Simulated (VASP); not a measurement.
# Ru (P6_3/mmc) in VASP: further runs

Runs on Ru. Level: PBEsol. Tasks: single point.

All numbers are computed with VASP 6.6.1; they aren't measurements. Logs are shortened: lines on timing, memory, paths and dates and some standing lists are left out, and cuts for length are marked.

## Step 1: The cell of the first run

It takes space group P6_3/mmc (No. 194, hexagonal). Conventional cell: a = 2.690 Å, b = 2.690 Å, c = 4.661 Å, α = 90.00°, β = 90.00°, γ = 120.00°. Ru (site symmetry -6m2) has 12 Ru at 2.69 to 2.80 Å within 3.5 Å.

## Step 2: Single point, PBEsol

INCAR reads:

```
ALGO     = Fast           # electronic algorithm
EDIFF    = 1E-7           # SCF threshold, eV
ENCUT    = 520            # plane-wave cutoff, eV
GGA      = PS             # functional
ISIF     = 2              # what is computed and relaxed
ISMEAR   = 0              # smearing method
LASPH    = True           # aspherical terms in the spheres
LCHARG   = False          # write CHGCAR
LREAL    = False          # projectors in reciprocal space
LWAVE    = False          # write WAVECAR
NBANDS   = 21             # bands
NELM     = 80             # most SCF steps
PREC     = Accurate       # precision mode
SIGMA    = 0.15           # smearing width, eV
```

KPOINTS reads:

```
k-points
0
Gamma
  18 18 10
```

POSCAR reads:

```
Ru
1.0
    2.6896847531      0.0000000000      0.0000000000
   -1.3448423765      2.3293353243      0.0000000000
    0.0000000000      0.0000000000      4.6606000000
Ru
2
Direct
    0.3333333333      0.6666666667      0.2500000000
    0.6666666667      0.3333333333      0.7500000000
```

Potentials or basis: VASP PAW PBE potentials, release 64 (Ru_pv).

On the command line:

```
$ cat potpaw_PBE.64/Ru_pv/POTCAR > POTCAR
$ mpirun -np 1 vasp_std > vasp.out
```

OUTCAR:

```text
EDIFF = 1E-7
   ENCUT = 520
   GGA = PS
   ISIF = 2
   ISMEAR = 0
   LASPH = True
   LREAL = False
   NELM = 80
   PREC = Accurate

 ion  position               nearest neighbor table
   1  0.333  0.667  0.250-   2 2.80   2 2.80   2 2.80   2 2.80   2 2.80   2 2.80
   2  0.667  0.333  0.750-   1 2.80   1 2.80   1 2.80   1 2.80   1 2.80   1 2.80

  LATTYP: Found a hexagonal cell.
 ALAT       =     2.6896847531
 C/A-ratio  =     1.7327681226

  Lattice vectors:

 A1 = (   2.6896847531,   0.0000000000,   0.0000000000)
 A2 = (  -1.3448423765,   2.3293353243,   0.0000000000)
 A3 = (   0.0000000000,   0.0000000000,   4.6606000000)

Analysis of symmetry for initial positions (statically):
=====================================================================
 Subroutine PRICEL returns:
 Original cell was already a primitive cell.

 Routine SETGRP: Setting up the symmetry group for a
 hexagonal supercell.

 Subroutine GETGRP returns: Found 24 space group operations
 (whereof 12 operations were pure point group operations)
 out of a pool of 24 trial point group operations.

The static configuration has the point symmetry D_3d.
 The point group associated with its full space group is D_6h.

Analysis of symmetry for dynamics (positions and initial velocities):
=====================================================================
 Subroutine PRICEL returns:
 Original cell was already a primitive cell.

 Routine SETGRP: Setting up the symmetry group for a
 hexagonal supercell.

 Subroutine GETGRP returns: Found 24 space group operations
 (whereof 12 operations were pure point group operations)
 out of a pool of 24 trial point group operations.

The dynamic configuration has the point symmetry D_3d.
 The point group associated with its full space group is D_6h.

 Subroutine INISYM returns: Found 24 space group operations
 (whereof 12 operations are pure point group operations),
 and found     1 'primitive' translations

----------------------------------------------------------------------------------------

                                     Primitive cell

  volume of cell :      29.1995

  direct lattice vectors                    reciprocal lattice vectors
     2.689684753  0.000000000  0.000000000     0.371790783  0.214653509  0.000000000
    -1.344842376  2.329335324  0.000000000     0.000000000  0.429307017  0.000000000
     0.000000000  0.000000000  4.660600000     0.000000000  0.000000000  0.214564648

  length of vectors
     2.689684753  2.689684753  4.660600000     0.429307017  0.429307017  0.214564648

  position of ions in fractional coordinates (direct lattice)
     0.333333333  0.666666667  0.250000000
     0.666666667  0.333333333  0.750000000

  ion indices of the primitive-cell ions
   primitive index   ion index
                 1           1
                 2           2

----------------------------------------------------------------------------------------

 KPOINTS: k-points

Automatic generation of k-mesh.
 Grid dimensions read from file:
 generate k-points for:   18   18   10

 Generating k-lattice:

  Cartesian coordinates                     Fractional coordinates (reciprocal lattice)
     0.020655043  0.011925195  0.000000000     0.055555556  0.000000000  0.000000000
     0.000000000  0.023850390  0.000000000     0.000000000  0.055555556  0.000000000
     0.000000000  0.000000000  0.021456465     0.000000000  0.000000000  0.100000000

  Length of vectors
     0.023850390  0.023850390  0.021456465

  Shift w.r.t. Gamma in fractional coordinates (k-lattice)
     0.000000000  0.000000000  0.000000000

 Subroutine IBZKPT returns following result:
 ===========================================

 Found    222 irreducible k-points:

 Following reciprocal coordinates:
            Coordinates               Weight
  0.000000  0.000000  0.000000      1.000000
  0.055556 -0.000000  0.000000      6.000000
  0.111111 -0.000000  0.000000      6.000000
  0.166667 -0.000000  0.000000      6.000000
  0.222222 -0.000000  0.000000      6.000000
  0.277778  0.000000  0.000000      6.000000
[... 16 lines left out ...]
  0.333333  0.111111  0.000000     12.000000
  0.388889  0.111111  0.000000     12.000000
 [... further k-points ...]
   k-points           NKPTS =    222   k-points in BZ     NKDIM =    222   number of bands    NBANDS=     21
   number of dos      NEDOS =    301   number of ions     NIONS =      2
   total plane-waves  NPLWV =  14400
   dimension x,y,z NGX =    20 NGY =   20 NGZ =   36
   dimension x,y,z NGXF=    40 NGYF=   40 NGZF=   72
   ions per type =               2
   NGX,Y,Z   is equivalent  to a cutoff of  12.36, 12.36, 12.84 a.u.
   NGXF,Y,Z  is equivalent  to a cutoff of  24.72, 24.72, 25.68 a.u.
 SYSTEM =  unknown system
   PREC   = accura    normal or accurate (medium, high low for compatibility)
   ISTART =      0    job   : 0-new  1-cont  2-samecut
   ICHARG =      2    charge: 1-file 2-atom 10-const
   ISPIN  =      1    spin polarized calculation?
   LNONCOLLINEAR =      F non collinear calculations
   LSORBIT =      F    spin-orbit coupling
   LASPH  =      T    aspherical Exc in radial PAW
   ENCUT  =  520.0 eV  38.22 Ry    6.18 a.u.   5.00  5.00  8.67*2*pi/ulx,y,z
   NELM   =     80;   NELMIN=  2; NELMDL= -5     # of ELM steps
   EDIFF  = 0.1E-06   stopping-criterion for ELM
   LREAL  =      F    real-space projection
   EDIFFG = 0.1E-05   stopping-criterion for IOM
   NSW    =      0    number of steps for IOM
   IBRION =     -1    ionic relax: 0-MD 1-quasi-New 2-CG
   NFREE  =      0    steps in history (QN), initial steepest desc. (CG)
   ISIF   =      2    stress and relaxation
   ISYM   =      2    0-nonsym 1-usesym 2-fastsym
   POTIM  = 0.5000    time-step for ionic-motion
   TEBEG  =    0.0;   TEEND  =   0.0 temperature during run
   PSTRESS=    0.0 pullay stress
   NELECT =      28.0000    total number of electrons
   NUPDOWN=      -1.0000    fix difference up-down
   EMIN   =  10.00;   EMAX   =-10.00  energy-range for DOS
   EFERMI =   0.00;   METHOD = LEGACY
   ISMEAR =     0;   SIGMA  =   0.15  broadening in eV -4-tet -1-fermi 0-gaus
   EFERMI_NEDOS =   21; number of points for ismear=-14 and -15
   IALGO  =     68    algorithm
   IMIX   =      4    mixing-type and parameters
     AMIX     =   0.40;   BMIX     =  1.00
     AMIX_MAG =   1.60;   BMIX_MAG =  1.00
  volume/ion in A,a.u.               =      14.60        98.52
  Fermi-wavevector in a.u.,A,eV,Ry     =   1.614368  3.050712 35.459269  2.606183
  Thomas-Fermi vector in A             =   2.709288
   LORBIT       =      0    0 simple, 1 ext, 2 COOP (PROOUT), +10 PAW based schemes
   GGA     = PS    functional components
   LHFCALC =     F    Hartree Fock is set to
   AEXX    =    0.0000 exact exchange contribution
   IVDW    =     0    specifies the selected vdW correction
   LEPSILON=     F    determine dielectric tensor
   LRPA    =     F    only Hartree local field effects (RPA)
 non-spin polarized calculation
 RMM-DIIS sequential band-by-band and
 Gauss-broadening in eV      SIGMA  =   0.15
  energy-cutoff  :      520.00
  volume of cell :       29.20
 maximum number of plane-waves:       825
 NGX is ok and might be reduce to    20
   NGX =  9   NGY =  9   NGZ = 17

 number of electron      28.0000002 magnetization

 Free energy of the ion-electron system (eV)
  ---------------------------------------------------
  ext. energy  EPLUGINS =         0.00000000
  ---------------------------------------------------
  free energy    TOTEN  =       -19.92623593 eV

  energy without entropy =      -19.90812243  energy(sigma->0) =      -19.91717918

 E-fermi :  11.4295     XC(G=0): -13.8314

 val. band max:       11.4179715474   @ k =   0.2222   0.0556   0.0000
 cond. band min:      11.4313556992   @ k =   0.1667   0.1111   0.0000
 fundamental gap:      0.0133841518
 Fermi energy:        11.4295072986

 k-point     1 :       0.0000    0.0000    0.0000
  band No.  band energies     occupation
      1     -31.8125      2.00000
      2     -31.0933      2.00000
      3     -31.0764      2.00000
      4     -31.0764      2.00000
      5     -30.9952      2.00000
      6     -30.9952      2.00000
[... 13 lines left out ...]
     20      21.8211      0.00000
     21      21.8250      0.00000

 k-point     2 :       0.0556   -0.0000    0.0000
  band No.  band energies     occupation
      1     -31.8044      2.00000
      2     -31.1004      2.00000
      3     -31.0949      2.00000
      4     -31.0833      2.00000
      5     -31.0197      2.00000
      6     -30.9996      2.00000
[... 13 lines left out ...]
     20      21.8212      0.00000
     21      21.8249      0.00000

 k-point     3 :       0.1111   -0.0000    0.0000
  band No.  band energies     occupation
      1     -31.7806      2.00000
      2     -31.1694      2.00000
      3     -31.1030      2.00000
      4     -31.1001      2.00000
      5     -31.0896      2.00000
      6     -31.0124      2.00000
[... 13 lines left out ...]
     20      21.8210      0.00000
     21      21.8247      0.00000

 k-point     4 :       0.1667   -0.0000    0.0000
  band No.  band energies     occupation
      1     -31.7428      2.00000
      2     -31.2748      2.00000
      3     -31.1952      2.00000
      4     -31.1324      2.00000
      5     -31.1092      2.00000
      6     -31.0324      2.00000
[... 13 lines left out ...]
     20      21.8210      0.00000
     21      21.8243      0.00000

 k-point     5 :       0.2222   -0.0000    0.0000
  band No.  band energies     occupation
      1     -31.6938      2.00000
      2     -31.4036      2.00000
      3     -31.3220      2.00000
      4     -31.1679      2.00000
      5     -31.1229      2.00000
      6     -31.0575      2.00000
[... 13 lines left out ...]
     20      21.8208      0.00000
     21      21.8238      0.00000
[... 382 lines left out ...]
     20      21.8227      0.00000
     21      24.6307      0.00000

 k-point    22 :       0.2778    0.1111    0.0000
  band No.  band energies     occupation
      1     -31.6568      2.00000
      2     -31.5844      2.00000
      3     -31.5607      2.00000
      4     -31.2753      2.00000
      5     -31.1733      2.00000
      6     -31.1613      2.00000
[... 13 lines left out ...]
     20      21.8184      0.00000
     21      22.8171      0.00000

 k-point    23 :       0.3333    0.1111    0.0000
  band No.  band energies     occupation
      1     -31.7500      2.00000
      2     -31.6625      2.00000
      3     -31.5052      2.00000
      4     -31.3131      2.00000
      5     -31.2015      2.00000
      6     -31.1874      2.00000
[... 13 lines left out ...]
     20      21.5437      0.00000
     21      24.4922      0.00000

 k-point    24 :       0.3889    0.1111    0.0000
  band No.  band energies     occupation
      1     -31.8104      2.00000
      2     -31.7131      2.00000
      3     -31.4611      2.00000
      4     -31.3375      2.00000
      5     -31.2277      2.00000
      6     -31.2045      2.00000
[... 13 lines left out ...]
     20      21.9621      0.00000
     21      23.7942      0.00000

 [... further k-points ...]
[... 5 lines left out ...]
  --------------------------------------------------------------------------------------
  -------------------------------------------------------------------------------------
  Total       -2.2101859     -2.2101859     -8.5417133     -0.0000000      0.0000000      0.0000000
  in kB     -121.2730120   -121.2730120   -468.6842387     -0.0000000      0.0000000      0.0000000
  external PRESSURE =    -237.0767543 kB  Pullay stress =       0.0000000 kB

 VOLUME and BASIS-vectors are now :
 -----------------------------------------------------------------------------
  energy-cutoff  :      520.00
  volume of cell :       29.20
      direct lattice vectors                 reciprocal lattice vectors
     2.689684753  0.000000000  0.000000000     0.371790783  0.214653509  0.000000000
    -1.344842376  2.329335324  0.000000000     0.000000000  0.429307017  0.000000000
     0.000000000  0.000000000  4.660600000     0.000000000  0.000000000  0.214564648

 POSITION                                       TOTAL-FORCE (eV/Angst)
 -----------------------------------------------------------------------------------
     -0.00000      1.55289      1.16515        -0.000000      0.000000      0.000000
      1.34484      0.77645      3.49545         0.000000      0.000000      0.000000
 -----------------------------------------------------------------------------------
    total drift:                               -0.000000      0.000000     -0.000000

  FREE ENERGIE OF THE ION-ELECTRON SYSTEM (eV)
  ---------------------------------------------------
  free  energy   TOTEN  =       -19.9262359251 eV

  energy  without entropy=      -19.9081224295  energy(sigma->0) =      -19.91717918
```

It took 48 s on 1 thread of Intel Xeon 6975P-C (Granite Rapids), shared host; peak memory 0.22 GiB.

Results:

* Free energy: -19.9262 eV
* Pressure: -23.7 GPa
* Band gap on the k mesh: zero (band 14 reaches 12.79 eV, above the bottom of band 15 at 10.22 eV)

Caveat: the PAW data sets were made with another functional, which shifts forces and pressure a little.

(Continued in part 2 of 3.)
